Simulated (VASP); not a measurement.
# Al2Cl (Fm-3m) in VASP: notebook

The runs below take Al2Cl through single point, relaxation of cell and atoms, with PBE.

Everything below comes from runs of VASP 6.6.1. Logs are shortened: lines on timing, memory, paths and dates and some standing lists are left out, and cuts for length are marked.

## Step 1: The cell of the first run

Symmetry: Fm-3m, No. 225, cubic system. Conventional cell: a = 6.951 Å, b = 6.951 Å, c = 6.951 Å, α = 90.00°, β = 90.00°, γ = 90.00°. Al (site symmetry -43m) has 4 Cl at 3.01 Å and 6 Al at 3.48 Å within 4.0 Å. Cl (site symmetry m-3m) has 8 Al at 3.01 Å within 4.0 Å.

## Step 2: Single point, PBE

INCAR reads:

```
ALGO = Normal
EDIFF = 1E-6
ENCUT = 520
GGA = PE
ISIF = 2
ISMEAR = 0
LASPH = T
LCHARG = F
LREAL = F
LWAVE = F
NBANDS = 14
NELM = 100
PREC = Accurate
SIGMA = 0.1
```

KPOINTS reads:

```
k-points
0
Gamma
  12 12 12
```

POSCAR reads:

```
Al2Cl
1.0
    0.0000000000      3.4756625340      3.4756625340
    3.4756625340      0.0000000000      3.4756625340
    3.4756625340      3.4756625340      0.0000000000
Al Cl
2 1
Direct
    0.2500000000      0.2500000000      0.2500000000
    0.7500000000      0.7500000000      0.7500000000
    0.0000000000      0.0000000000      0.0000000000
```

Potentials or basis: VASP PAW PBE potentials, release 64 (Al, Cl).

Started as:

```sh
cat potpaw_PBE.64/Al/POTCAR potpaw_PBE.64/Cl/POTCAR > POTCAR
mpirun -np 1 vasp_std > vasp.out
```

OUTCAR:

```text
EDIFF = 1E-6
   ENCUT = 520
   GGA = PE
   ISIF = 2
   ISMEAR = 0
   LASPH = T
   LREAL = F
   NELM = 100
   PREC = Accurate

 ion  position               nearest neighbor table
   1  0.250  0.250  0.250-   3 3.01   3 3.01   3 3.01   3 3.01
   2  0.750  0.750  0.750-   3 3.01   3 3.01   3 3.01   3 3.01
   3  0.000  0.000  0.000-   2 3.01   2 3.01   2 3.01   1 3.01   2 3.01   1 3.01   1 3.01   1 3.01

  LATTYP: Found a face centered cubic cell.
 ALAT       =     6.9513250680

  Lattice vectors:

 A1 = (   0.0000000000,   3.4756625340,   3.4756625340)
 A2 = (   3.4756625340,   0.0000000000,   3.4756625340)
 A3 = (   3.4756625340,   3.4756625340,   0.0000000000)

Analysis of symmetry for initial positions (statically):
=====================================================================
 Subroutine PRICEL returns:
 Original cell was already a primitive cell.

 Routine SETGRP: Setting up the symmetry group for a
 face centered cubic supercell.

 Subroutine GETGRP returns: Found 48 space group operations
 (whereof 48 operations were pure point group operations)
 out of a pool of 48 trial point group operations.

The static configuration has the point symmetry O_h .

Analysis of symmetry for dynamics (positions and initial velocities):
=====================================================================
 Subroutine PRICEL returns:
 Original cell was already a primitive cell.

 Routine SETGRP: Setting up the symmetry group for a
 face centered cubic supercell.

 Subroutine GETGRP returns: Found 48 space group operations
 (whereof 48 operations were pure point group operations)
 out of a pool of 48 trial point group operations.

The dynamic configuration has the point symmetry O_h .

 Subroutine INISYM returns: Found 48 space group operations
 (whereof 48 operations are pure point group operations),
 and found     1 'primitive' translations

----------------------------------------------------------------------------------------

                                     Primitive cell

  volume of cell :      83.9736

  direct lattice vectors                    reciprocal lattice vectors
     0.000000000  3.475662534  3.475662534    -0.143857465  0.143857465  0.143857465
     3.475662534  0.000000000  3.475662534     0.143857465 -0.143857465  0.143857465
     3.475662534  3.475662534  0.000000000     0.143857465  0.143857465 -0.143857465

[... 89 lines left out ...]
   IBRION =     -1    ionic relax: 0-MD 1-quasi-New 2-CG
   NFREE  =      0    steps in history (QN), initial steepest desc. (CG)
   ISIF   =      2    stress and relaxation
   ISYM   =      2    0-nonsym 1-usesym 2-fastsym
   POTIM  = 0.5000    time-step for ionic-motion
   TEBEG  =    0.0;   TEEND  =   0.0 temperature during run
   PSTRESS=    0.0 pullay stress
   NELECT =      13.0000    total number of electrons
   NUPDOWN=      -1.0000    fix difference up-down
   EMIN   =  10.00;   EMAX   =-10.00  energy-range for DOS
   EFERMI =   0.00;   METHOD = LEGACY
   ISMEAR =     0;   SIGMA  =   0.10  broadening in eV -4-tet -1-fermi 0-gaus
   EFERMI_NEDOS =   21; number of points for ismear=-14 and -15
   IALGO  =     38    algorithm
   IMIX   =      4    mixing-type and parameters
     AMIX     =   0.40;   BMIX     =  1.00
     AMIX_MAG =   1.60;   BMIX_MAG =  1.00
  volume/ion in A,a.u.               =      27.99       188.89
  Fermi-wavevector in a.u.,A,eV,Ry     =   0.879039  1.661144 10.513362  0.772710
  Thomas-Fermi vector in A             =   1.999208
   LORBIT       =      0    0 simple, 1 ext, 2 COOP (PROOUT), +10 PAW based schemes
   GGA     = PE    functional components
   LHFCALC =     F    Hartree Fock is set to
   AEXX    =    0.0000 exact exchange contribution
   IVDW    =     0    specifies the selected vdW correction
   LEPSILON=     F    determine dielectric tensor
   LRPA    =     F    only Hartree local field effects (RPA)
 non-spin polarized calculation
 Gauss-broadening in eV      SIGMA  =   0.10
  energy-cutoff  :      520.00
  volume of cell :       83.97
 maximum number of plane-waves:      2285
 NGX is ok and might be reduce to    40
   NGX = 19   NGY = 19   NGZ = 19

 number of electron      13.0000002 magnetization

 Free energy of the ion-electron system (eV)
  ---------------------------------------------------
  ext. energy  EPLUGINS =         0.00000000
  ---------------------------------------------------
  free energy    TOTEN  =        -7.85263298 eV

  energy without entropy =       -7.84509991  energy(sigma->0) =       -7.84886645

 E-fermi :   3.5995     XC(G=0):  -8.2418

 val. band max:        3.5694094288   @ k =   0.5000   0.2500   0.0833
 cond. band min:       3.6596087123   @ k =  -0.2500   0.2500   0.0000
 fundamental gap:      0.0901992835
 Fermi energy:         3.5994740795

 k-point     1 :       0.0000    0.0000    0.0000
  band No.  band energies     occupation
      1     -12.8826      2.00000
      2      -2.1756      2.00000
      3      -1.2388      2.00000
      4      -1.2388      2.00000
      5      -1.2388      2.00000
      6       2.7939      2.00000
      7       3.8427      0.00058
      8       3.8427      0.00058
      9       3.8427      0.00058
     10       7.8393      0.00000
     11       7.8393      0.00000
     12       7.8393      0.00000
     13       8.3651      0.00000
     14       8.3651      0.00000
[... 377 lines left out ...]
      1     -12.7793      2.00000
      2      -3.1699      2.00000
      3      -2.1412      2.00000
      4      -1.5061      2.00000
      5       0.2114      2.00000
      6       2.1207      2.00000
      7       3.7027      0.14452
      8       4.6810      0.00000
      9       5.3274      0.00000
     10       6.3666      0.00000
     11       6.9325      0.00000
     12       8.2363      0.00000
     13      10.0275      0.00000
     14      10.7962      0.00000

 [... further k-points ...]
[... 5 lines left out ...]
  --------------------------------------------------------------------------------------
  -------------------------------------------------------------------------------------
  Total       -0.0067419     -0.0067419     -0.0067419     -0.0000000      0.0000000      0.0000000
  in kB       -0.1286331     -0.1286331     -0.1286331     -0.0000000      0.0000000      0.0000000
  external PRESSURE =      -0.1286331 kB  Pullay stress =       0.0000000 kB

 VOLUME and BASIS-vectors are now :
 -----------------------------------------------------------------------------
  energy-cutoff  :      520.00
  volume of cell :       83.97
      direct lattice vectors                 reciprocal lattice vectors
     0.000000000  3.475662534  3.475662534    -0.143857465  0.143857465  0.143857465
     3.475662534  0.000000000  3.475662534     0.143857465 -0.143857465  0.143857465
     3.475662534  3.475662534  0.000000000     0.143857465  0.143857465 -0.143857465

 POSITION                                       TOTAL-FORCE (eV/Angst)
 -----------------------------------------------------------------------------------
      1.73783      1.73783      1.73783        -0.000000     -0.000000     -0.000000
      5.21349      5.21349      5.21349        -0.000000      0.000000      0.000000
      0.00000      0.00000      0.00000         0.000000      0.000000      0.000000
 -----------------------------------------------------------------------------------
    total drift:                               -0.000000      0.000000      0.000000

  FREE ENERGIE OF THE ION-ELECTRON SYSTEM (eV)
  ---------------------------------------------------
  free  energy   TOTEN  =        -7.8526329766 eV

  energy  without entropy=       -7.8450999145  energy(sigma->0) =       -7.84886645
```

It took 57 s on 1 thread of Intel Xeon Platinum 8488C (Sapphire Rapids), shared host; peak memory 0.26 GiB.

Results:

```
Free energy : -7.8526 eV
Pressure    : 0.0 GPa
```

Caveat: an odd number of electrons without spin polarisation forces a metal; a magnetic or distorted state may lie lower.

## Step 3: Relaxation of cell and atoms, PBE

This run uses another cell than the first one, of 27.69 Å³/atom, 0.989 times its volume.

INCAR reads:

```
PREC = Accurate
ENCUT = 600
EDIFF = 1E-6
ISMEAR = 0
SIGMA = 0.1
LREAL = False
LASPH = True
NELM = 100
ALGO = Normal
ISIF = 3
LWAVE = False
LCHARG = False
GGA = PE
IBRION = 2
NSW = 100
EDIFFG = -0.01
```

KPOINTS reads:

```
Automatic mesh
0
Gamma
  12 12 12
```

POSCAR reads:

```
Al2Cl
1.0
    0.0000000000      3.4630047901      3.4630047901
    3.4630047901      0.0000000000      3.4630047901
    3.4630047901      3.4630047901      0.0000000000
Al Cl
2 1
Direct
    0.2500000000      0.2500000000      0.2500000000
    0.7500000000      0.7500000000      0.7500000000
    0.0000000000      0.0000000000      0.0000000000
```

Potentials or basis: VASP PAW PBE potentials, release 64 (Al, Cl).

Started as:

```sh
cat potpaw_PBE.64/Al/POTCAR potpaw_PBE.64/Cl/POTCAR > POTCAR
mpirun -np 1 vasp_std > vasp.out
```

It took 91 s on 1 thread of Intel Xeon Platinum 8488C (Sapphire Rapids), shared host; peak memory 0.28 GiB.

The run converged. Its results:

```
Free energy                            : -7.8528 eV
Relaxed volume                         : 28.00 Å³/atom
Relaxed cell                           : a = 4.916 Å, b = 4.916 Å, c = 4.916 Å, α = 60.00°, β = 60.00°, γ = 60.00°
Space group after relaxing (to 0.05 Å) : Fm-3m (No. 225)
Energy gained by relaxing              : 0.2 meV/atom
Ionic steps                            : 3
Pressure after relaxing                : 0.0 GPa
```

Step by step:
```csv
step,energy change (eV),largest force (eV/Å),pressure (GPa),volume (Å³)
1,0.0000,0.0000,0.24,83.06
2,-0.0005,0.0000,0.11,83.56
3,-0.0007,0.0000,0.00,83.99
```

Final structure:
```cif
data_structure
_symmetry_space_group_name_H-M 'P 1'
_symmetry_Int_Tables_number 1
_cell_length_a 4.9156
_cell_length_b 4.9156
_cell_length_c 4.9156
_cell_angle_alpha 60.000
_cell_angle_beta 60.000
_cell_angle_gamma 60.000
_cell_volume 83.99
loop_
_atom_site_label
_atom_site_type_symbol
_atom_site_fract_x
_atom_site_fract_y
_atom_site_fract_z
_atom_site_occupancy
Al1 Al 0.25000 0.25000 0.25000 1
Al2 Al 0.75000 0.75000 0.75000 1
Cl1 Cl 0.00000 0.00000 0.00000 1
```

Levels at points of the mesh, in eV from the Fermi level:
| k point | band 2 | band 3 | band 4 | band 5 | band 6 | band 7 | band 8 | band 9 | band 10 |
| --- | --- | --- | --- | --- | --- | --- | --- | --- | --- |
| (0.00, 0.00, 0.00) | -5.78 | -4.84 | -4.84 | -4.84 | -0.81 | 0.24 | 0.24 | 0.24 | 4.24 |
| (0.50, 0.00, 0.00) | -6.91 | -5.04 | -5.04 | -4.26 | -1.20 | 0.75 | 0.75 | 2.00 | 3.06 |
| (0.50, 0.50, 0.00) | -6.95 | -5.39 | -5.39 | -3.26 | -1.63 | -1.18 | 1.60 | 1.60 | 4.52 |

Caveat: an odd number of electrons without spin polarisation forces a metal; a magnetic or distorted state may lie lower.

## Step 4: Single point, PBE

This run uses another cell than the first one, of 27.69 Å³/atom, 0.989 times its volume.

INCAR reads:

```
SYSTEM = Al2Cl
PREC = Accurate
ENCUT = 520
EDIFF = 1E-7
ISMEAR = 0
SIGMA = 0.1
LREAL = .False.
LASPH = .True.
NELM = 100
ALGO = Normal
ISIF = 2
LWAVE = .False.
LCHARG = .True.
GGA = PE
LELF = .True.
LVHAR = .True.
NBANDS = 14
```

KPOINTS reads:

```
Automatic mesh
0
Gamma
  6 6 6
  0 0 0
```

POSCAR is that of step 3.

Started as:

```sh
cat potpaw_PBE.64/Al/POTCAR potpaw_PBE.64/Cl/POTCAR > POTCAR
mpirun -np 1 vasp_std > vasp.out
```

Run time: 14 s. Hardware: 1 thread of Intel Xeon Platinum 8488C (Sapphire Rapids), shared host; peak memory 0.2 GiB.

The run converged. Its results:

| Property | Result |
| --- | --- |
| Free energy | -7.8418 eV |
| Pressure | 0.2 GPa |

Levels at points of the mesh, in eV from the Fermi level:
```csv
k point,band 3,band 4,band 5,band 6,band 7,band 8,band 9,band 10
"(0.00, 0.00, 0.00)",-4.90,-4.90,-4.90,-0.78,0.21,0.21,0.21,4.24
"(0.50, 0.00, 0.00)",-5.11,-5.11,-4.29,-1.19,0.72,0.72,2.00,3.07
"(0.50, 0.50, 0.00)",-5.47,-5.47,-3.28,-1.68,-1.18,1.60,1.60,4.52
```

Caveat: an odd number of electrons without spin polarisation forces a metal; a magnetic or distorted state may lie lower.

## Step 5: Relaxation of cell and atoms, PBE

This run uses another cell than the first one, of 21.01 Å³/atom, 0.751 times its volume.

INCAR reads:

```
SYSTEM = Al2Cl
PREC = Accurate
ENCUT = 600
EDIFF = 1E-6
ISMEAR = 0
SIGMA = 0.1
LREAL = .FALSE.
LASPH = .TRUE.
NELM = 100
ALGO = Normal
ISIF = 3
LWAVE = .FALSE.
LCHARG = .FALSE.
GGA = PE
IBRION = 2
NSW = 90
EDIFFG = -0.04
```

KPOINTS reads:

```
Automatic mesh
0
G
  6 6 6
  0 0 0
```

POSCAR reads:

```
Al2Cl
1.0
    0.0000000000      3.1586756100      3.1586756100
    3.1586756100      0.0000000000      3.1586756100
    3.1586756100      3.1586756100      0.0000000000
Al Cl
2 1
Direct
    0.2500000000      0.2500000000      0.2500000000
    0.7500000000      0.7500000000      0.7500000000
    0.0000000000      0.0000000000      0.0000000000
```

Started as:

```sh
cat potpaw_PBE.64/Al/POTCAR potpaw_PBE.64/Cl/POTCAR > POTCAR
mpirun -np 1 vasp_std > vasp.out
```

It took 33 s on 1 thread of Intel Xeon Platinum 8488C (Sapphire Rapids), shared host; peak memory 0.2 GiB.

It converged, with:

| Item | Value |
| --- | --- |
| Free energy | -7.8397 eV |
| Relaxed volume | 28.14 Å³/atom |
| Relaxed cell | a = 4.924 Å, b = 4.924 Å, c = 4.924 Å, α = 60.00°, β = 60.00°, γ = 60.00° |
| Space group after relaxing (to 0.05 Å) | Fm-3m (No. 225) |
| Energy gained by relaxing | 178.3 meV/atom |
| Ionic steps | 4 |
| Pressure after relaxing | -0.2 GPa |

Step by step:
| step | energy change (eV) | largest force (eV/Å) | pressure (GPa) | volume (Å³) |
| --- | --- | --- | --- | --- |
| 1 | 0.0000 | 0.0000 | 10.17 | 63.03 |
| 2 | -0.4787 | 0.0000 | 2.55 | 76.00 |
| 3 | -0.5149 | 0.0000 | -1.14 | 89.09 |
| 4 | -0.5348 | 0.0000 | -0.18 | 84.43 |

Final structure:
```
CELL_PARAMETERS angstrom
0.00000 3.48198 3.48198
3.48198 0.00000 3.48198
3.48198 3.48198 0.00000
ATOMIC_POSITIONS crystal
Al 0.25000 0.25000 0.25000
Al 0.75000 0.75000 0.75000
Cl 0.00000 0.00000 0.00000
```

Levels at points of the mesh, in eV from the Fermi level:
```tsv
k point	band 3	band 4	band 5	band 6	band 7	band 8	band 9	band 10
(0.00, 0.00, 0.00)	-4.86	-4.86	-4.86	-0.88	0.21	0.21	0.21	4.19
(0.50, 0.00, 0.00)	-5.06	-5.06	-4.30	-1.26	0.72	0.72	1.96	3.01
(0.50, 0.50, 0.00)	-5.41	-5.41	-3.30	-1.66	-1.24	1.55	1.55	4.47
```

Caveat: the volume moved by over 15 % at a fixed basis, so the end points are rough; an odd number of electrons without spin polarisation forces a metal; a magnetic or distorted state may lie lower.

## Step 6: The runs side by side

```csv
task,cell,k mesh,cutoff (eV),gap on the mesh (eV),pressure (GPa),relaxed volume (Å³/atom)
single point,"a = 4.915 Å, angles 60.0°, 3 atoms",12 × 12 × 12,520,none,0.0,-
relaxation of cell and atoms,"relaxed from a = 4.897 Å, angles 60.0°, 3 atoms",12 × 12 × 12,600,none,0.0,28.00
single point,"a = 4.897 Å, angles 60.0°, 3 atoms",6 × 6 × 6,520,none,0.2,-
relaxation of cell and atoms,"relaxed from a = 4.467 Å, angles 60.0°, 3 atoms",6 × 6 × 6,600,none,-0.2,28.14
```

Alike in all rows: level PBE; potentials or basis VASP PAW PBE potentials, release 64 (Al, Cl); no spin polarisation; smearing gaussian 0.1 eV.

Caveats: an odd number of electrons without spin polarisation forces a metal; a magnetic or distorted state may lie lower; the volume moved by over 15 % at a fixed basis, so the end points are rough (some runs).

Total energies depend on the potentials used, so only differences within one code and one set of settings carry meaning.
